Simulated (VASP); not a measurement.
# Cd (P6_3/mmc) in VASP: a series of runs

The runs below take Cd through single point, with r2SCAN, BLYP+D3(BJ).

All numbers are computed with VASP 6.6.1; they aren't measurements. Logs are shortened: lines on timing, memory, paths and dates and some standing lists are left out, and cuts for length are marked.

## Step 1: The cell of the first run

The structure is hexagonal, space group P6_3/mmc (No. 194). The conventional cell has a = 2.959 Å, b = 2.959 Å, c = 5.580 Å, α = 90.00°, β = 90.00°, γ = 120.00°. Cd (site symmetry -6m2) has 12 Cd at 2.96 to 3.27 Å within 3.9 Å.

## Step 2: Single point, r2SCAN

POSCAR

```
Cd
1.0
    2.9588769815      0.0000000000      0.0000000000
   -1.4794384907      2.5624626327      0.0000000000
    0.0000000000      0.0000000000      5.5799465150
Cd
2
Direct
    0.6666666667      0.3333333333      0.7500000000
    0.3333333333      0.6666666667      0.2500000000
```

INCAR.step1

```
SYSTEM = Cd
PREC     = Accurate       ! precision mode
ENCUT    = 520            ! plane-wave cutoff, eV
ISMEAR   = -1             ! smearing method
SIGMA    = 0.05           ! smearing width, eV
LREAL    = .False.        ! projectors in reciprocal space
LASPH    = .True.         ! aspherical terms in the spheres
NELM     = 80             ! most SCF steps
NBANDS   = 19             ! bands
GGA      = PE             ! functional
ALGO     = Normal         ! electronic algorithm
EDIFF    = 1E-4           ! SCF threshold, eV
LWAVE    = .True.         ! write WAVECAR
LCHARG   = .False.        ! write CHGCAR
```

INCAR.step2

```
SYSTEM = Cd
PREC     = Accurate       ! precision mode
ENCUT    = 520            ! plane-wave cutoff, eV
EDIFF    = 1E-7           ! SCF threshold, eV
ISMEAR   = -1             ! smearing method
SIGMA    = 0.05           ! smearing width, eV
LREAL    = .False.        ! projectors in reciprocal space
LASPH    = .True.         ! aspherical terms in the spheres
NELM     = 80             ! most SCF steps
ALGO     = Normal         ! electronic algorithm
ISIF     = 2              ! what is computed and relaxed
LWAVE    = .False.        ! write WAVECAR
LCHARG   = .True.         ! write CHGCAR
METAGGA  = R2SCAN         ! meta-GGA
LMIXTAU  = .True.       
LELF     = .True.         ! ELF
LVHAR    = .True.       
NBANDS   = 19             ! bands
ISTART   = 1
```

KPOINTS

```
Automatic mesh
0
Gamma
  10 10 5
  0 0 0
```

Potentials or basis: VASP PAW PBE potentials, release 64 (Cd).

On the command line:

```console
$ cat potpaw_PBE.64/Cd/POTCAR > POTCAR
$ cp INCAR.step1 INCAR
$ mpirun -np 1 vasp_std > vasp.out
$ cp INCAR.step2 INCAR
$ mpirun -np 1 vasp_std > vasp.out
```

OUTCAR:

```text
SYSTEM = Cd
   PREC = Accurate
   ENCUT = 520
   EDIFF = 1E-7
   ISMEAR = -1
   LREAL = .False.
   LASPH = .True.
   NELM = 80
   ISIF = 2
   METAGGA = R2SCAN
   ISTART = 1

 ion  position               nearest neighbor table
   1  0.667  0.333  0.750-   2 3.27   2 3.27   2 3.27   2 3.27   2 3.27   2 3.27
   2  0.333  0.667  0.250-   1 3.27   1 3.27   1 3.27   1 3.27   1 3.27   1 3.27

  LATTYP: Found a hexagonal cell.
 ALAT       =     2.9588769815
 C/A-ratio  =     1.8858325472

  Lattice vectors:

 A1 = (   2.9588769815,   0.0000000000,   0.0000000000)
 A2 = (  -1.4794384907,   2.5624626327,   0.0000000000)
 A3 = (   0.0000000000,   0.0000000000,   5.5799465150)

Analysis of symmetry for initial positions (statically):
=====================================================================
 Subroutine PRICEL returns:
 Original cell was already a primitive cell.

 Routine SETGRP: Setting up the symmetry group for a
 hexagonal supercell.

 Subroutine GETGRP returns: Found 24 space group operations
 (whereof 12 operations were pure point group operations)
 out of a pool of 24 trial point group operations.

The static configuration has the point symmetry D_3d.
 The point group associated with its full space group is D_6h.

Analysis of symmetry for dynamics (positions and initial velocities):
=====================================================================
 Subroutine PRICEL returns:
 Original cell was already a primitive cell.

 Routine SETGRP: Setting up the symmetry group for a
 hexagonal supercell.

 Subroutine GETGRP returns: Found 24 space group operations
 (whereof 12 operations were pure point group operations)
 out of a pool of 24 trial point group operations.

The dynamic configuration has the point symmetry D_3d.
 The point group associated with its full space group is D_6h.

 Subroutine INISYM returns: Found 24 space group operations
 (whereof 12 operations are pure point group operations),
 and found     1 'primitive' translations

----------------------------------------------------------------------------------------

                                     Primitive cell

  volume of cell :      42.3072

  direct lattice vectors                    reciprocal lattice vectors
     2.958876982  0.000000000  0.000000000     0.337966062  0.195124797  0.000000000
    -1.479438491  2.562462633  0.000000000     0.000000000  0.390249593  0.000000000
     0.000000000  0.000000000  5.579946515     0.000000000  0.000000000  0.179213187

  length of vectors
     2.958876982  2.958876982  5.579946515     0.390249593  0.390249593  0.179213187

  position of ions in fractional coordinates (direct lattice)
     0.666666667  0.333333333  0.750000000
     0.333333333  0.666666667  0.250000000

  ion indices of the primitive-cell ions
   primitive index   ion index
                 1           1
                 2           2

----------------------------------------------------------------------------------------

 KPOINTS: Automatic mesh

Automatic generation of k-mesh.
 Grid dimensions read from file:
 generate k-points for:   10   10    5

 Generating k-lattice:

  Cartesian coordinates                     Fractional coordinates (reciprocal lattice)
     0.033796606  0.019512480  0.000000000     0.100000000  0.000000000  0.000000000
     0.000000000  0.039024959  0.000000000     0.000000000  0.100000000  0.000000000
     0.000000000  0.000000000  0.035842637     0.000000000  0.000000000  0.200000000

  Length of vectors
     0.039024959  0.039024959  0.035842637

  Shift w.r.t. Gamma in fractional coordinates (k-lattice)
     0.000000000  0.000000000  0.000000000

 Subroutine IBZKPT returns following result:
 ===========================================

 Found     42 irreducible k-points:

 Following reciprocal coordinates:
            Coordinates               Weight
  0.000000  0.000000  0.000000      1.000000
  0.100000  0.000000  0.000000      6.000000
  0.200000  0.000000  0.000000      6.000000
  0.300000  0.000000  0.000000      6.000000
  0.400000  0.000000  0.000000      6.000000
  0.500000  0.000000  0.000000      3.000000
[... 16 lines left out ...]
  0.300000  0.100000  0.200000     24.000000
  0.400000  0.100000  0.200000     24.000000
 [... further k-points ...]
   k-points           NKPTS =     42   k-points in BZ     NKDIM =     42   number of bands    NBANDS=     19
   number of dos      NEDOS =    301   number of ions     NIONS =      2
   total plane-waves  NPLWV =  24192
   dimension x,y,z NGX =    24 NGY =   24 NGZ =   42
   dimension x,y,z NGXF=    48 NGYF=   48 NGZF=   84
   ions per type =               2
   NGX,Y,Z   is equivalent  to a cutoff of  13.48, 13.48, 12.51 a.u.
   NGXF,Y,Z  is equivalent  to a cutoff of  26.97, 26.97, 25.03 a.u.
 SYSTEM =  Cd
   PREC   = accura    normal or accurate (medium, high low for compatibility)
   ISTART =      1    job   : 0-new  1-cont  2-samecut
   ICHARG =      0    charge: 1-file 2-atom 10-const
   ISPIN  =      1    spin polarized calculation?
   LNONCOLLINEAR =      F non collinear calculations
   LSORBIT =      F    spin-orbit coupling
   LASPH  =      T    aspherical Exc in radial PAW
   ENCUT  =  520.0 eV  38.22 Ry    6.18 a.u.   5.50  5.50 10.38*2*pi/ulx,y,z
   NELM   =     80;   NELMIN=  2; NELMDL=  0     # of ELM steps
   EDIFF  = 0.1E-06   stopping-criterion for ELM
   LREAL  =      F    real-space projection
   EDIFFG = 0.1E-05   stopping-criterion for IOM
   NSW    =      0    number of steps for IOM
   IBRION =     -1    ionic relax: 0-MD 1-quasi-New 2-CG
   NFREE  =      0    steps in history (QN), initial steepest desc. (CG)
   ISIF   =      2    stress and relaxation
   ISYM   =      2    0-nonsym 1-usesym 2-fastsym
   POTIM  = 0.5000    time-step for ionic-motion
   TEBEG  =    0.0;   TEEND  =   0.0 temperature during run
   PSTRESS=    0.0 pullay stress
   NELECT =      24.0000    total number of electrons
   NUPDOWN=      -1.0000    fix difference up-down
   EMIN   =  10.00;   EMAX   =-10.00  energy-range for DOS
   EFERMI =   0.00;   METHOD = LEGACY
   ISMEAR =    -1;   SIGMA  =   0.05  broadening in eV -4-tet -1-fermi 0-gaus
   EFERMI_NEDOS =   21; number of points for ismear=-14 and -15
   IALGO  =     38    algorithm
   IMIX   =      4    mixing-type and parameters
     AMIX     =   0.40;   BMIX     =  1.00
     AMIX_MAG =   1.60;   BMIX_MAG =  1.00
  volume/ion in A,a.u.               =      21.15       142.75
  Fermi-wavevector in a.u.,A,eV,Ry     =   1.355212  2.560978 24.988436  1.836598
  Thomas-Fermi vector in A             =   2.482318
   LORBIT       =      0    0 simple, 1 ext, 2 COOP (PROOUT), +10 PAW based schemes
   METAGGA = R2SCAN    functional components
   LHFCALC =     F    Hartree Fock is set to
   AEXX    =    0.0000 exact exchange contribution
   IVDW    =     0    specifies the selected vdW correction
   LEPSILON=     F    determine dielectric tensor
   LRPA    =     F    only Hartree local field effects (RPA)
 non-spin polarized calculation
  energy-cutoff  :      520.00
  volume of cell :       42.31
 maximum number of plane-waves:      1178
 NGX is ok and might be reduce to    24
   NGX = 11   NGY = 11   NGZ = 21

 number of electron      24.0000004 magnetization

 Free energy of the ion-electron system (eV)
  ---------------------------------------------------
  ext. energy  EPLUGINS =         0.00000000
  ---------------------------------------------------
  free energy    TOTEN  =       -40.20061280 eV

  energy without entropy =      -40.19832274  energy(sigma->0) =      -40.19946777

 E-fermi :   2.9528     XC(G=0): -11.9300

 val. band max:        2.7698471430   @ k =   0.1000   0.0000   0.2000
 cond. band min:       2.9787008641   @ k =   0.4000   0.0000   0.0000
 fundamental gap:      0.2088537211
 Fermi energy:         2.9528404382

 k-point     1 :       0.0000    0.0000    0.0000
  band No.  band energies     occupation
      1      -7.3803      2.00000
      2      -7.0862      2.00000
      3      -6.6590      2.00000
      4      -6.6590      2.00000
      5      -6.6039      2.00000
      6      -6.6039      2.00000
[... 11 lines left out ...]
     18      18.9954      0.00000
     19      19.5712      0.00000

 k-point     2 :       0.1000    0.0000    0.0000
  band No.  band energies     occupation
      1      -7.2746      2.00000
      2      -6.9895      2.00000
      3      -6.6998      2.00000
      4      -6.6395      2.00000
      5      -6.5610      2.00000
      6      -6.5094      2.00000
[... 11 lines left out ...]
     18      18.7512      0.00000
     19      20.1245      0.00000

 k-point     3 :       0.2000    0.0000    0.0000
  band No.  band energies     occupation
      1      -7.1624      2.00000
      2      -6.8950      2.00000
      3      -6.7714      2.00000
      4      -6.5500      2.00000
      5      -6.4686      2.00000
      6      -6.2962      2.00000
[... 11 lines left out ...]
     18      16.9050      0.00000
     19      17.3820      0.00000

 k-point     4 :       0.3000    0.0000    0.0000
  band No.  band energies     occupation
      1      -7.3004      2.00000
      2      -7.0723      2.00000
      3      -6.8043      2.00000
      4      -6.5485      2.00000
      5      -6.4214      2.00000
      6      -6.3202      2.00000
[... 11 lines left out ...]
     18      16.8452      0.00000
     19      17.4517      0.00000

 k-point     5 :       0.4000    0.0000    0.0000
  band No.  band energies     occupation
      1      -7.4543      2.00000
      2      -7.2351      2.00000
      3      -7.0443      2.00000
      4      -6.5668      2.00000
      5      -6.3888      2.00000
      6      -6.3736      2.00000
[... 11 lines left out ...]
     18      16.5692      0.00000
     19      17.2840      0.00000
[... 334 lines left out ...]
      2      -6.8995      2.00000
      3      -6.7587      2.00000
      4      -6.7154      2.00000
      5      -6.4436      2.00000
      6      -6.3679      2.00000
[... 11 lines left out ...]
     18      16.8627      0.00000
     19      19.8497      0.00000

 k-point    22 :       0.2000    0.1000    0.2000
  band No.  band energies     occupation
      1      -7.0861      2.00000
      2      -6.9004      2.00000
      3      -6.7858      2.00000
      4      -6.6557      2.00000
      5      -6.5543      2.00000
      6      -6.3870      2.00000
[... 11 lines left out ...]
     18      15.4018      0.00000
     19      17.4252      0.00000

 k-point    23 :       0.3000    0.1000    0.2000
  band No.  band energies     occupation
      1      -7.2537      2.00000
      2      -7.0904      2.00000
      3      -6.9386      2.00000
      4      -6.6898      2.00000
      5      -6.4234      2.00000
      6      -6.3011      2.00000
[... 11 lines left out ...]
     18      14.3302      0.00000
     19      16.3056      0.00000

 k-point    24 :       0.4000    0.1000    0.2000
  band No.  band energies     occupation
      1      -7.3633      2.00000
      2      -7.2137      2.00000
      3      -7.0641      2.00000
      4      -6.7463      2.00000
      5      -6.4341      2.00000
      6      -6.1948      2.00000
[... 11 lines left out ...]
     18      13.7420      0.00000
     19      17.2721      0.00000

 [... further k-points ...]
[... 5 lines left out ...]
  --------------------------------------------------------------------------------------
  -------------------------------------------------------------------------------------
  Total        0.6717937      0.6717937      0.4198334      0.0000000      0.0000000      0.0000000
  in kB       25.4408728     25.4408728     15.8991184      0.0000000      0.0000000      0.0000000
  external PRESSURE =      22.2602880 kB  Pullay stress =       0.0000000 kB

 VOLUME and BASIS-vectors are now :
 -----------------------------------------------------------------------------
  energy-cutoff  :      520.00
  volume of cell :       42.31
      direct lattice vectors                 reciprocal lattice vectors
     2.958876982  0.000000000  0.000000000     0.337966062  0.195124797  0.000000000
    -1.479438491  2.562462633  0.000000000     0.000000000  0.390249593  0.000000000
     0.000000000  0.000000000  5.579946515     0.000000000  0.000000000  0.179213187

 POSITION                                       TOTAL-FORCE (eV/Angst)
 -----------------------------------------------------------------------------------
      1.47944      0.85415      4.18496         0.000000     -0.000000      0.000000
     -0.00000      1.70831      1.39499        -0.000000      0.000000      0.000000
 -----------------------------------------------------------------------------------
    total drift:                                0.000000     -0.000000      0.000000

  FREE ENERGIE OF THE ION-ELECTRON SYSTEM (eV)
  ---------------------------------------------------
  free  energy   TOTEN  =       -40.2006128010 eV

  energy  without entropy=      -40.1983227441  energy(sigma->0) =      -40.19946777
```

Wall time 60 s (1 thread of Intel Xeon Platinum 8559C (Emerald Rapids), shared host); peak memory 0.17 GiB.

What came out:

```yaml
Free_energy: -40.2006 eV
Pressure: 2.2 GPa
Band_gap_on_the_k_mesh: zero (band 12 reaches 4.20 eV, above the bottom of band 13 at -0.08 eV)
```

Stress tensor (GPa, compression positive):
```
2.54 0.00 0.00
0.00 2.54 0.00
0.00 0.00 1.59
```

Levels at points of the mesh, in eV from the Fermi level:
```csv
k point,band 10,band 11,band 12,band 13,band 14,band 15
"(0.00, 0.00, 0.00)",-8.80,-8.80,-3.06,-3.03,11.27,15.34
"(0.50, 0.00, 0.00)",-8.47,-2.36,-1.77,2.27,3.38,3.66
```

Caveat: the PAW data sets were made with another functional, which shifts forces and pressure a little.

## Step 3: Single point, r2SCAN

This run uses another cell than the first one, of 21.59 Å³/atom, 1.020 times its volume.

POSCAR

```
Cd
1.0
    2.9788700000      0.0000000000      0.0000000000
   -1.4894350000      2.5797770946      0.0000000000
    0.0000000000      0.0000000000      5.6176500000
Cd
2
Direct
    0.6666666667      0.3333333333      0.7500000000
    0.3333333333      0.6666666667      0.2500000000
```

INCAR.step1

```
SYSTEM = Cd
ALGO = Normal
EDIFF = 1E-4
ENCUT = 520
GGA = PE
ISMEAR = -1
LASPH = .TRUE.
LCHARG = .FALSE.
LREAL = .FALSE.
LWAVE = .TRUE.
NBANDS = 19
NELM = 80
PREC = Accurate
SIGMA = 0.05
```

INCAR.step2

```
SYSTEM = Cd
ALGO = Normal
EDIFF = 1E-7
ENCUT = 520
ISIF = 2
ISMEAR = -1
ISTART = 1
LASPH = .TRUE.
LCHARG = .FALSE.
LMIXTAU = .TRUE.
LREAL = .FALSE.
LWAVE = .FALSE.
METAGGA = R2SCAN
NBANDS = 19
NELM = 80
PREC = Accurate
SIGMA = 0.05
```

KPOINTS

```
k-points
0
G
  10 10 5
  0 0 0
```

Potentials or basis: VASP PAW PBE potentials, release 64 (Cd).

On the command line:

```console
$ cat potpaw_PBE.64/Cd/POTCAR > POTCAR
$ cp INCAR.step1 INCAR
$ mpirun -np 1 vasp_std > vasp.out
$ cp INCAR.step2 INCAR
$ mpirun -np 1 vasp_std > vasp.out
```

It took 63 s on 1 thread of Intel Xeon Platinum 8559C (Emerald Rapids), shared host; peak memory 0.17 GiB.

The run converged. Its results:

```
Free energy            : -40.2090 eV
Pressure               : 0.9 GPa
Band gap on the k mesh : zero (band 12 reaches 4.04 eV, above the bottom of band 13 at -0.15 eV)
```

Stress tensor (GPa, compression positive):
```
1.00 0.00 0.00
0.00 1.00 0.00
0.00 0.00 0.66
```

Levels at points of the mesh, in eV from the Fermi level:
```tsv
k point	band 8	band 9	band 10	band 11	band 12	band 13	band 14	band 15	band 16	band 17
(0.00, 0.00, 0.00)	-9.05	-9.05	-8.79	-8.79	-3.06	-2.97	11.14	15.23	15.65	15.80
(0.50, 0.00, 0.00)	-8.83	-8.50	-8.48	-2.31	-1.78	2.21	3.35	3.52	5.66	8.99
```

Caveat: the PAW data sets were made with another functional, which shifts forces and pressure a little.

## Step 4: Single point, r2SCAN

This run uses another cell than the first one, of 22.02 Å³/atom, 1.041 times its volume.

POSCAR

```
Cd
1.0
    2.9985981908      0.0000000000      0.0000000000
   -1.4992990954      2.5968622090      0.0000000000
    0.0000000000      0.0000000000      5.6548540644
Cd
2
Direct
    0.6666666667      0.3333333333      0.7500000000
    0.3333333333      0.6666666667      0.2500000000
```

INCAR.step1

```
PREC = Accurate
ENCUT = 520
ISMEAR = -1
SIGMA = 0.05
LREAL = False
LASPH = True
NELM = 80
NBANDS = 19
GGA = PE
ALGO = Normal
EDIFF = 1E-4
LWAVE = True
LCHARG = False
```

INCAR.step2

```
PREC = Accurate
ENCUT = 520
EDIFF = 1E-6
ISMEAR = -1
SIGMA = 0.05
LREAL = False
LASPH = True
NELM = 80
ALGO = Normal
ISIF = 2
LWAVE = False
LCHARG = False
METAGGA = R2SCAN
LMIXTAU = True
NBANDS = 19
ISTART = 1
```

KPOINTS

```
regular mesh
0
Gamma
  10 10 5
```

On the command line:

```console
$ cat potpaw_PBE.64/Cd/POTCAR > POTCAR
$ cp INCAR.step1 INCAR
$ mpirun -np 1 vasp_std > vasp.out
$ cp INCAR.step2 INCAR
$ mpirun -np 1 vasp_std > vasp.out
```

Wall time 57 s (1 thread of Intel Xeon Platinum 8559C (Emerald Rapids), shared host); peak memory 0.18 GiB.

It converged, with:

| Quantity | Value |
| --- | --- |
| Free energy | -40.2105 eV |
| Pressure | -0.3 GPa |
| Band gap on the k mesh | zero (band 12 reaches 3.88 eV, above the bottom of band 13 at -0.20 eV) |

Stress tensor (GPa, compression positive):
```
-0.35  0.00  0.00
 0.00 -0.35  0.00
 0.00  0.00 -0.16
```

Levels at points of the mesh, in eV from the Fermi level:
```
           k point  band 10  band 11  band 12  band 13  band 14  band 15
(0.00, 0.00, 0.00)    -8.79    -8.79    -3.08    -2.88    11.00    15.12
(0.50, 0.00, 0.00)    -8.48    -2.26    -1.78     2.16     3.32     3.40
```

Caveat: the PAW data sets were made with another functional, which shifts forces and pressure a little.

(Part 1 of 2 ends here.)
